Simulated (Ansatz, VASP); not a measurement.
**One calculation of Br, two programs**

```
CELL_PARAMETERS angstrom
-2.84893 2.84893 1.93729
2.84893 -2.84893 1.93729
2.84893 2.84893 -1.93729
ATOMIC_POSITIONS crystal
Br 0.00000 0.00000 0.00000
Br 0.75000 0.25000 0.50000
```

Alike in both runs: functional PBE; k mesh 18 × 18 × 18; occupations gaussian, width 0.1 eV; no spin polarisation.

Ansatz relaxed the structure, and its values are those at the end. VASP's run is a single point on that final structure, the one shown.

|  | VASP | Ansatz |
| --- | --- | --- |
| version | VASP 6.6.1 | Ansatz 0.2.0 |
| potentials or method | VASP PAW PBE potentials, release 64 (Br), cutoff 520 eV | scalar-relativistic, plane waves, PAW |
| valence electrons in the cell | 14 | 14 |

|  | VASP | Ansatz | Ansatz less VASP |
| --- | --- | --- | --- |
| gap on the k mesh at the Fermi level (eV) | none | none | - |
| pressure (GPa) | 0.0 | 0.0 | 0.00 |

A gap of «none» marks a metal or a gap that the smearing closes. The functional is the same, so the differences come from potentials, cutoffs and numerics.
